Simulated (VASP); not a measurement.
A run of VASP 6.6.1 is set up as follows.

INCAR

```
PREC     = Accurate       # precision mode
ENCUT    = 520            # plane-wave cutoff, eV
EDIFF    = 1E-6           # SCF threshold, eV
ISMEAR   = 0              # smearing method
SIGMA    = 0.1            # smearing width, eV
LREAL    = False          # projectors in reciprocal space
LASPH    = True           # aspherical terms in the spheres
NELM     = 150            # most SCF steps
ALGO     = Normal         # electronic algorithm
ISIF     = 2              # what is computed and relaxed
LWAVE    = False          # write WAVECAR
LCHARG   = True           # write CHGCAR
ISPIN    = 2              # spin polarisation
MAGMOM   = 0 0 0 0 0 0 0 1 # initial moments
LORBIT   = 11             # projections on sites
GGA      = PE             # functional
LELF     = True           # ELF
LVHAR    = True         
NBANDS   = 52             # bands
```

KPOINTS

```
regular mesh
0
Gamma
  4 4 4
```

Contents of POSCAR:

```
Ba7O
1.0
    0.0000000000      5.9386584558      5.9386584558
    5.9386584558      0.0000000000      5.9386584558
    5.9386584558      5.9386584558      0.0000000000
Ba O
7 1
Direct
    0.5000000000      0.0000000000      0.5000000000
    0.5000000000      0.5000000000      0.0000000000
    0.0000000000      0.5000000000      0.5000000000
    0.5000000000      0.5000000000      0.5000000000
    0.0000000000      0.5000000000      0.0000000000
    0.0000000000      0.0000000000      0.5000000000
    0.5000000000      0.0000000000      0.0000000000
    0.0000000000      0.0000000000      0.0000000000
```

Potentials or basis: VASP PAW PBE potentials, release 64 (Ba_sv, O).

Command:

```sh
$ cat potpaw_PBE.64/Ba_sv/POTCAR potpaw_PBE.64/O/POTCAR > POTCAR
$ mpirun -np 1 vasp_std > vasp.out
```

**Question.** Estimate the net moment.

**Answer.** 0.00 μB per cell.

**Question.** Estimate the band gap on the k mesh.

**Answer.** Zero (filled and empty bands overlap).

**Question.** Estimate the pressure.

**Answer.** 0.1 GPa.

Caveat: spin-orbit coupling is left out, which moves the levels of the heavy elements.
